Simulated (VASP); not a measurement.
# Ta2C (P-3m1) in VASP: a series of runs

The runs below take Ta2C through relaxation of shape and atoms at fixed volume, relaxation of cell and atoms, single point, with r2SCAN.

Program: VASP 6.6.1. These are calculated values, not measurements. Logs are shortened: lines on timing, memory, paths and dates and some standing lists are left out, and cuts for length are marked.

### Step 1. The cell of the first run

Symmetry: P-3m1, No. 164, trigonal system. Conventional cell: a = 3.079 Å, b = 3.079 Å, c = 4.892 Å, α = 90.00°, β = 90.00°, γ = 120.00°. Within 3.1 Å of Ta (site symmetry 3m) lie 3 C at 2.17 Å and 12 Ta at 3.00 to 3.08 Å. Within 2.9 Å of C (site symmetry -3m) lie 6 Ta at 2.17 Å.

### Step 2. Relaxation of shape and atoms at fixed volume, r2SCAN (13.39 Å³/atom)

File POSCAR:

```
Ta2C
1.0
    3.0787465057      0.0000000000      0.0000000000
   -1.5393732528      2.6662726857      0.0000000000
    0.0000000000      0.0000000000      4.8923733216
Ta C
2 1
Direct
    0.3333333333      0.6666666667      0.2535635792
    0.6666666667      0.3333333333      0.7464364208
    0.0000000000      0.0000000000      0.0000000000
```

File INCAR.step1:

```
SYSTEM = Ta2C
  ALGO = Normal
  EDIFF = 1E-4
  ENCUT = 600
  GGA = PE
  ISMEAR = 0
  LASPH = .TRUE.
  LCHARG = .FALSE.
  LREAL = .FALSE.
  LWAVE = .TRUE.
  NELM = 100
  PREC = Accurate
  SIGMA = 0.1
```

File INCAR.step2:

```
SYSTEM = Ta2C
  ALGO = Normal
  EDIFF = 1E-7
  EDIFFG = -0.01
  ENCUT = 600
  IBRION = 2
  ISIF = 4
  ISMEAR = 0
  ISTART = 1
  LASPH = .TRUE.
  LCHARG = .FALSE.
  LMIXTAU = .TRUE.
  LREAL = .FALSE.
  LWAVE = .FALSE.
  METAGGA = R2SCAN
  NELM = 100
  NSW = 50
  PREC = Accurate
  SIGMA = 0.1
```

File KPOINTS:

```
k-points
0
G
  18 18 8
  0 0 0
```

Potentials or basis: VASP PAW PBE potentials, release 64 (Ta_pv, C).

The run is started by

```sh
$ cat potpaw_PBE.64/Ta_pv/POTCAR potpaw_PBE.64/C/POTCAR > POTCAR
$ cp INCAR.step1 INCAR
$ mpirun -np 1 vasp_std > vasp.out
$ cp INCAR.step2 INCAR
$ mpirun -np 1 vasp_std > vasp.out
```

OUTCAR:

```text
SYSTEM = Ta2C
   EDIFF = 1E-7
   EDIFFG = -0.01
   ENCUT = 600
   IBRION = 2
   ISIF = 4
   ISMEAR = 0
   ISTART = 1
   LASPH = .TRUE.
   LREAL = .FALSE.
   METAGGA = R2SCAN
   NELM = 100
   NSW = 50
   PREC = Accurate

 ion  position               nearest neighbor table
   1  0.333  0.667  0.254-   3 2.17   3 2.17   3 2.17   2 3.00   2 3.00   2 3.00   2 3.05   2 3.05
                             2 3.05
   2  0.667  0.333  0.746-   3 2.17   3 2.17   3 2.17   1 3.00   1 3.00   1 3.00   1 3.05   1 3.05
                             1 3.05
   3  0.000  0.000  0.000-   1 2.17   2 2.17   1 2.17   2 2.17   2 2.17   1 2.17

  LATTYP: Found a hexagonal cell.
 ALAT       =     3.0787465057
 C/A-ratio  =     1.5890796181

  Lattice vectors:

 A1 = (   3.0787465057,   0.0000000000,   0.0000000000)
 A2 = (  -1.5393732528,   2.6662726857,   0.0000000000)
 A3 = (   0.0000000000,   0.0000000000,   4.8923733216)

Analysis of symmetry for initial positions (statically):
=====================================================================
 Subroutine PRICEL returns:
 Original cell was already a primitive cell.

 Routine SETGRP: Setting up the symmetry group for a
 hexagonal supercell.

 Subroutine GETGRP returns: Found 12 space group operations
 (whereof 12 operations were pure point group operations)
 out of a pool of 24 trial point group operations.

The static configuration has the point symmetry D_3d.

Analysis of symmetry for dynamics (positions and initial velocities):
=====================================================================
 Subroutine PRICEL returns:
 Original cell was already a primitive cell.

 Routine SETGRP: Setting up the symmetry group for a
 hexagonal supercell.

 Subroutine GETGRP returns: Found 12 space group operations
 (whereof 12 operations were pure point group operations)
 out of a pool of 24 trial point group operations.

The dynamic configuration has the point symmetry D_3d.

 Subroutine INISYM returns: Found 12 space group operations
 (whereof 12 operations are pure point group operations),
 and found     1 'primitive' translations

----------------------------------------------------------------------------------------

                                     Primitive cell

  volume of cell :      40.1604

  direct lattice vectors                    reciprocal lattice vectors
     3.078746506  0.000000000  0.000000000     0.324807514  0.187527706  0.000000000
    -1.539373253  2.666272686  0.000000000     0.000000000  0.375055412  0.000000000
     0.000000000  0.000000000  4.892373322     0.000000000  0.000000000  0.204399774

  length of vectors
     3.078746506  3.078746506  4.892373322     0.375055412  0.375055412  0.204399774

  position of ions in fractional coordinates (direct lattice)
     0.333333333  0.666666667  0.253563579
     0.666666667  0.333333333  0.746436421
     0.000000000  0.000000000  0.000000000

  ion indices of the primitive-cell ions
   primitive index   ion index
                 1           1
                 2           2
                 3           3

----------------------------------------------------------------------------------------

 KPOINTS: k-points

Automatic generation of k-mesh.
 Grid dimensions read from file:
 generate k-points for:   18   18    8

 Generating k-lattice:

  Cartesian coordinates                     Fractional coordinates (reciprocal lattice)
     0.018044862  0.010418206  0.000000000     0.055555556 -0.000000000  0.000000000
     0.000000000  0.020836412  0.000000000     0.000000000  0.055555556  0.000000000
     0.000000000  0.000000000  0.025549972     0.000000000  0.000000000  0.125000000

  Length of vectors
     0.020836412  0.020836412  0.025549972

  Shift w.r.t. Gamma in fractional coordinates (k-lattice)
     0.000000000  0.000000000  0.000000000

 Subroutine IBZKPT returns following result:
 ===========================================

 Found    266 irreducible k-points:

 Following reciprocal coordinates:
            Coordinates               Weight
  0.000000  0.000000  0.000000      1.000000
  0.055556  0.000000  0.000000      6.000000
  0.111111  0.000000  0.000000      6.000000
  0.166667  0.000000  0.000000      6.000000
  0.222222  0.000000  0.000000      6.000000
  0.277778  0.000000  0.000000      6.000000
[... 16 lines left out ...]
  0.333333  0.111111  0.000000     12.000000
  0.388889  0.111111  0.000000     12.000000
 [... further k-points ...]
   k-points           NKPTS =    266   k-points in BZ     NKDIM =    266   number of bands    NBANDS=     17
   number of dos      NEDOS =    301   number of ions     NIONS =      3
   total plane-waves  NPLWV =  31360
   dimension x,y,z NGX =    28 NGY =   28 NGZ =   40
   dimension x,y,z NGXF=    56 NGYF=   56 NGZF=   80
   ions per type =               2   1
   NGX,Y,Z   is equivalent  to a cutoff of  15.12, 15.12, 13.59 a.u.
   NGXF,Y,Z  is equivalent  to a cutoff of  30.24, 30.24, 27.18 a.u.
 SYSTEM =  Ta2C
   PREC   = accura    normal or accurate (medium, high low for compatibility)
   ISTART =      1    job   : 0-new  1-cont  2-samecut
   ICHARG =      0    charge: 1-file 2-atom 10-const
   ISPIN  =      1    spin polarized calculation?
   LNONCOLLINEAR =      F non collinear calculations
   LSORBIT =      F    spin-orbit coupling
   LASPH  =      T    aspherical Exc in radial PAW
   ENCUT  =  600.0 eV  44.10 Ry    6.64 a.u.   6.15  6.15  9.77*2*pi/ulx,y,z
   NELM   =    100;   NELMIN=  2; NELMDL=  0     # of ELM steps
   EDIFF  = 0.1E-06   stopping-criterion for ELM
   LREAL  =      F    real-space projection
   EDIFFG = -.1E-01   stopping-criterion for IOM
   NSW    =     50    number of steps for IOM
   IBRION =      2    ionic relax: 0-MD 1-quasi-New 2-CG
   NFREE  =      1    steps in history (QN), initial steepest desc. (CG)
   ISIF   =      4    stress and relaxation
   ISYM   =      2    0-nonsym 1-usesym 2-fastsym
   POTIM  = 0.5000    time-step for ionic-motion
   TEBEG  =    0.0;   TEEND  =   0.0 temperature during run
   PSTRESS=    0.0 pullay stress
   NELECT =      26.0000    total number of electrons
   NUPDOWN=      -1.0000    fix difference up-down
   EMIN   =  10.00;   EMAX   =-10.00  energy-range for DOS
   EFERMI =   0.00;   METHOD = LEGACY
   ISMEAR =     0;   SIGMA  =   0.10  broadening in eV -4-tet -1-fermi 0-gaus
   EFERMI_NEDOS =   21; number of points for ismear=-14 and -15
   IALGO  =     38    algorithm
   IMIX   =      4    mixing-type and parameters
     AMIX     =   0.40;   BMIX     =  1.00
     AMIX_MAG =   1.60;   BMIX_MAG =  1.00
  volume/ion in A,a.u.               =      13.39        90.34
  Fermi-wavevector in a.u.,A,eV,Ry     =   1.416228  2.676283 27.289238  2.005702
  Thomas-Fermi vector in A             =   2.537585
   LORBIT       =      0    0 simple, 1 ext, 2 COOP (PROOUT), +10 PAW based schemes
   METAGGA = R2SCAN    functional components
   LHFCALC =     F    Hartree Fock is set to
   AEXX    =    0.0000 exact exchange contribution
   IVDW    =     0    specifies the selected vdW correction
   LEPSILON=     F    determine dielectric tensor
   LRPA    =     F    only Hartree local field effects (RPA)
 conjugate gradient relaxation of ions
 non-spin polarized calculation
 Gauss-broadening in eV      SIGMA  =   0.10
  energy-cutoff  :      600.00
  volume of cell :       40.16
 maximum number of plane-waves:      1363
 NGX is ok and might be reduce to    28
   NGX = 13   NGY = 13   NGZ = 19

--------------------------------------- Ionic step        1  -------------------------------------------

 number of electron      26.0000000 magnetization

 Free energy of the ion-electron system (eV)
  ---------------------------------------------------
  ext. energy  EPLUGINS =         0.00000000
  ---------------------------------------------------
  free energy    TOTEN  =      -109.12688853 eV

  energy without entropy =     -109.12343525  energy(sigma->0) =     -109.12516189

------------------------ aborting loop because EDIFF is reached ----------------------------------------

  FORCE on cell =-STRESS in cart. coord.  units (eV):
  Direction    XX          YY          ZZ          XY          YZ          ZX
  --------------------------------------------------------------------------------------
  -------------------------------------------------------------------------------------
  Total        2.5440576      2.5440576      2.6045858      0.0000000     -0.0000000     -0.0000000
  in kB      101.4937809    101.4937809    103.9085231      0.0000000     -0.0000000     -0.0000000
  external PRESSURE =     102.2986950 kB  Pullay stress =       0.0000000 kB

 VOLUME and BASIS-vectors are now :
 -----------------------------------------------------------------------------
  energy-cutoff  :      600.00
  volume of cell :       40.16
      direct lattice vectors                 reciprocal lattice vectors
     3.078746506  0.000000000  0.000000000     0.324807514  0.187527706  0.000000000
    -1.539373253  2.666272686  0.000000000     0.000000000  0.375055412  0.000000000
     0.000000000  0.000000000  4.892373322     0.000000000  0.000000000  0.204399774
[... 112 lines left out ...]
 POSITION                                       TOTAL-FORCE (eV/Angst)
 -----------------------------------------------------------------------------------
     -0.00000      1.77716      1.25028        -0.000000      0.000000     -0.005207
      1.53906      0.88858      3.64407         0.000000     -0.000000      0.005207
      3.07813      0.00000      4.89434        -0.000000     -0.000000      0.000000
 -----------------------------------------------------------------------------------
    total drift:                                0.000000      0.000000      0.000000

  FREE ENERGIE OF THE ION-ELECTRON SYSTEM (eV)
  ---------------------------------------------------
  free  energy   TOTEN  =      -109.1297002568 eV

  energy  without entropy=     -109.1264449271  energy(sigma->0) =     -109.12807259

--------------------------------------- Ionic step        5  -------------------------------------------

 number of electron      26.0000000 magnetization

 Free energy of the ion-electron system (eV)
  ---------------------------------------------------
  ext. energy  EPLUGINS =         0.00000000
  ---------------------------------------------------
  free energy    TOTEN  =      -109.12970497 eV

  energy without entropy =     -109.12645749  energy(sigma->0) =     -109.12808123

 E-fermi :   6.8389     XC(G=0): -14.0366

 val. band max:        6.8193662143   @ k =   0.0556   0.0556   0.5000
 cond. band min:       6.8404267891   @ k =  -0.1667   0.4444   0.3750
 fundamental gap:      0.0210605748
 Fermi energy:         6.8388851059

 k-point     1 :       0.0000    0.0000    0.0000
  band No.  band energies     occupation
      1     -29.3681      2.00000
      2     -28.5754      2.00000
      3     -28.5754      2.00000
      4     -28.4477      2.00000
      5     -28.4477      2.00000
      6     -28.3565      2.00000
[... 9 lines left out ...]
     16       8.0684      0.00000
     17       9.3059      0.00000
[... 441 lines left out ...]
 k-point    24 :       0.3889    0.1111    0.0000
  band No.  band energies     occupation
      1     -29.2340      2.00000
      2     -29.0495      2.00000
      3     -28.9215      2.00000
      4     -28.8237      2.00000
      5     -28.5929      2.00000
      6     -28.5882      2.00000
[... 9 lines left out ...]
     16      11.5594      0.00000
     17      11.9965      0.00000

 [... further k-points ...]

------------------------ aborting loop because EDIFF is reached ----------------------------------------

  FORCE on cell =-STRESS in cart. coord.  units (eV):
  Direction    XX          YY          ZZ          XY          YZ          ZX
  --------------------------------------------------------------------------------------
  -------------------------------------------------------------------------------------
  Total        2.3975591      2.3975591      2.4204292      0.0000000      0.0000000      0.0000000
  in kB       95.6493034     95.6493034     96.5616958      0.0000000      0.0000000      0.0000000
  external PRESSURE =      95.9534342 kB  Pullay stress =       0.0000000 kB

 VOLUME and BASIS-vectors are now :
 -----------------------------------------------------------------------------
  energy-cutoff  :      600.00
  volume of cell :       40.16
      direct lattice vectors                 reciprocal lattice vectors
     3.078825262  0.000000000  0.000000000     0.324799206  0.187522909  0.000000000
    -1.539412631  2.666340890 -0.000000000    -0.000000000  0.375045818  0.000000000
     0.000000000 -0.000000000  4.892123032    -0.000000000  0.000000000  0.204410231

 POSITION                                       TOTAL-FORCE (eV/Angst)
 -----------------------------------------------------------------------------------
     -0.00000      1.77756      1.24979        -0.000000      0.000000     -0.006993
      1.53941      0.88878      3.64233         0.000000     -0.000000      0.006993
     -1.53941      2.66634     -0.00000         0.000000      0.000000      0.000000
 -----------------------------------------------------------------------------------
    total drift:                                0.000000     -0.000000      0.000000

  FREE ENERGIE OF THE ION-ELECTRON SYSTEM (eV)
  ---------------------------------------------------
  free  energy   TOTEN  =      -109.1297049733 eV

  energy  without entropy=     -109.1264574930  energy(sigma->0) =     -109.12808123

 reached required accuracy - stopping structural energy minimisation
```

It took 57 min on 1 thread of Oxide Virtual Turin-like, shared host; peak memory 0.32 GiB.

Results:

```yaml
Free_energy: -109.1297 eV
Energy_gained_by_relaxing: 0.9 meV/atom
Ionic_steps: 5
Pressure_after_relaxing: 9.6 GPa
Largest_force_after_relaxing: 0.007 eV/Å
Band_gap_on_the_k_mesh: zero (bands 13 and 14 overlap by 0.77 eV)
```

Forces on the atoms (eV/Å):
```
Ta   0.000  0.000 -0.007
Ta   0.000  0.000  0.007
C    0.000  0.000  0.000
```

The path:
```csv
step,energy change (eV),largest force (eV/Å),pressure (GPa),volume (Å³)
1,0.0000,0.3085,10.23,40.16
2,-0.0016,0.1990,9.24,40.16
3,-0.0028,0.0014,9.61,40.16
4,-0.0028,0.0052,9.59,40.16
5,-0.0028,0.0070,9.60,40.16
```

Final structure:
```yaml
crystal:
  lattice:
    - [3.07883, 0.00000, 0.00000]
    - [-1.53941, 2.66634, 0.00000]
    - [0.00000, 0.00000, 4.89212]
  atoms:
    - { symbol: Ta, position: [0.33333, 0.66667, 0.25547] }
    - { symbol: Ta, position: [0.66667, 0.33333, 0.74453] }
    - { symbol: C, position: [0.00000, 0.00000, 0.00000] }
```

Caveat: the PAW data sets were made with another functional, which shifts forces and pressure a little; spin-orbit coupling is left out, which moves the levels of the heavy elements.

### Step 3. Relaxation of cell and atoms, r2SCAN, target pressure 5 GPa, at which the enthalpy is minimised

This run uses another cell than the first one, of 13.56 Å³/atom.

File POSCAR:

```
Ta2C
1.0
    3.0917027637      0.0000000000      0.0000000000
   -1.5458513818      2.6774931343      0.0000000000
    0.0000000000      0.0000000000      4.9129128806
Ta C
2 1
Direct
    0.3333333333      0.6666666667      0.2539428658
    0.6666666667      0.3333333333      0.7460571342
    0.0000000000      0.0000000000      0.0000000000
```

File INCAR.step1:

```
SYSTEM = Ta2C
  PREC = Accurate
  ENCUT = 600
  ISMEAR = 0
  SIGMA = 0.1
  LREAL = .FALSE.
  LASPH = .TRUE.
  NELM = 60
  GGA = PE
  ALGO = Normal
  EDIFF = 1E-4
  LWAVE = .TRUE.
  LCHARG = .FALSE.
  KPAR = 4
```

File INCAR.step2:

```
SYSTEM = Ta2C
  PREC = Accurate
  ENCUT = 600
  EDIFF = 1E-6
  ISMEAR = 0
  SIGMA = 0.1
  LREAL = .FALSE.
  LASPH = .TRUE.
  NELM = 60
  ALGO = Normal
  ISIF = 3
  LWAVE = .FALSE.
  LCHARG = .FALSE.
  METAGGA = R2SCAN
  LMIXTAU = .TRUE.
  IBRION = 2
  NSW = 70
  EDIFFG = -0.008
  PSTRESS = 50.0
  ISTART = 1
  KPAR = 4
```

File KPOINTS:

```
Automatic mesh
0
G
  18 18 8
  0 0 0
```

Potentials or basis: VASP PAW PBE potentials, release 64 (Ta_pv, C).

The run is started by

```sh
$ cat potpaw_PBE.64/Ta_pv/POTCAR potpaw_PBE.64/C/POTCAR > POTCAR
$ cp INCAR.step1 INCAR
$ mpirun -np 4 vasp_std > vasp.out
$ cp INCAR.step2 INCAR
$ mpirun -np 4 vasp_std > vasp.out
```

It took 26 min on 4 MPI ranks of Oxide Virtual Turin-like, shared host; peak memory 0.34 GiB.

It converged, with:

| Property | Result |
| --- | --- |
| Free energy | -109.1581 eV |
| Relaxed volume | 13.59 Å³/atom |
| Relaxed cell | a = 3.094 Å, b = 3.094 Å, c = 4.917 Å, α = 90.00°, β = 90.00°, γ = 120.00° |
| Space group after relaxing (to 0.1 Å) | P-3m1 (No. 164) |
| Energy change on relaxing (the run minimises the enthalpy) | -1.4 meV/atom |
| Ionic steps | 5 |
| Pressure after relaxing | 5.0 GPa |
| Band gap on the k mesh | zero (bands 13 and 14 overlap by 0.76 eV) |

Step by step:
```
step  energy change (eV)  largest force (eV/Å)  pressure (GPa)  volume (Å³)
   1              0.0000                0.1357            6.04        40.67
   2             -0.0123                0.1744            1.76        41.19
   3             -0.0053                0.0464            4.82        40.82
   4             -0.0038                0.0152            5.07        40.76
   5             -0.0042                0.0001            5.01        40.78
```

Final structure:
```xyz
3
Lattice="3.0945 0.0000 0.0000 -1.5472 2.6799 0.0000 0.0000 0.0000 4.9170" Properties=species:S:1:pos:R:3 pbc="T T T"
Ta    0.0000    1.7866    1.2522
Ta    1.5472    0.8933    3.6648
C     0.0000    0.0000    4.9170
```

Levels at points of the mesh, in eV from the Fermi level:
| k point | band 9 | band 10 | band 11 | band 12 | band 13 | band 14 | band 15 | band 16 | band 17 |
| --- | --- | --- | --- | --- | --- | --- | --- | --- | --- |
| (0.00, 0.00, 0.00) | -3.86 | -3.86 | -3.49 | 0.02 | 0.51 | 0.51 | 1.20 | 1.20 | 2.45 |
| (0.50, 0.00, 0.00) | -4.74 | -4.31 | -3.97 | -2.15 | -0.43 | 3.41 | 3.63 | 4.77 | 5.39 |
| (0.00, 0.00, 0.50) | -4.14 | -4.14 | -2.05 | -1.77 | -0.25 | -0.25 | 3.06 | 3.06 | 3.68 |
| (0.50, 0.00, 0.50) | -5.02 | -3.85 | -2.66 | -1.51 | -1.21 | 1.43 | 1.47 | 4.58 | 5.04 |

Caveat: the cell is relaxed towards a set pressure, so the run minimises the enthalpy, not the energy; the PAW data sets were made with another functional, which shifts forces and pressure a little; spin-orbit coupling is left out, which moves the levels of the heavy elements.

(Continued in part 2 of 2.)

The gap in the log of VASP goes by the Fermi energy; the results here count the filled bands.